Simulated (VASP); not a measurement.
Set up this calculation in VASP 6.6.1, as the native input.

- Task: relaxation of cell and atoms
- Functional: LDA
- Potentials or basis: VASP PAW LDA potentials, release 64 (Pt)
- Cutoff: 600 eV
- k mesh: 18 × 18 × 18
- Occupations: gaussian, width 0.1 eV
- Spin: no spin polarisation
- Dipole correction: no
- Further INCAR settings: ALGO = Fast; EDIFF = 1e-07; IBRION = 2; EDIFFG = -0.005; NSW = 100; ISIF = 3

The structure of Pt lies in POSCAR:

```
Pt
1.0
    0.0000000000      1.9457172375      1.9457172375
    1.9457172375      0.0000000000      1.9457172375
    1.9457172375      1.9457172375      0.0000000000
Pt
1
Direct
    0.0000000000      0.0000000000      0.0000000000
```

The input as run:

INCAR

```
SYSTEM = Pt
PREC = Accurate
ENCUT = 600
EDIFF = 1E-7
ISMEAR = 0
SIGMA = 0.1
LREAL = .FALSE.
LASPH = .TRUE.
NELM = 100
ALGO = Fast
ISIF = 3
LWAVE = .FALSE.
LCHARG = .FALSE.
GGA = CA
IBRION = 2
NSW = 100
EDIFFG = -0.005
```

KPOINTS

```
Automatic mesh
0
G
  18 18 18
  0 0 0
```

Potentials or basis: VASP PAW LDA potentials, release 64 (Pt).

Run with:

```bash
$ cat potpaw_LDA.64/Pt/POTCAR > POTCAR
$ mpirun -np 1 vasp_std > vasp.out
```

Results of the run:

- Relaxed volume: 14.80 Å³/atom
- Relaxed cell: a = 2.756 Å, b = 2.756 Å, c = 2.756 Å, α = 60.00°, β = 60.00°, γ = 60.00°
- Space group after relaxing (to 0.05 Å): Fm-3m (No. 225)
- Energy gained by relaxing: 0.3 meV/atom
- Ionic steps: 3
- Pressure after relaxing: 0.0 GPa
- Band gap on the k mesh: zero (band 5 reaches 12.02 eV, above the bottom of band 6 at 9.72 eV)

Caveat: spin-orbit coupling is left out, which moves the levels of the heavy elements.

It took 53 s on 1 thread of Intel(R) Xeon(R) Platinum 8259CL CPU @ 2.50GHz (Skylake/Cascade Lake), with other jobs on the host, peak memory 0.16 GiB.
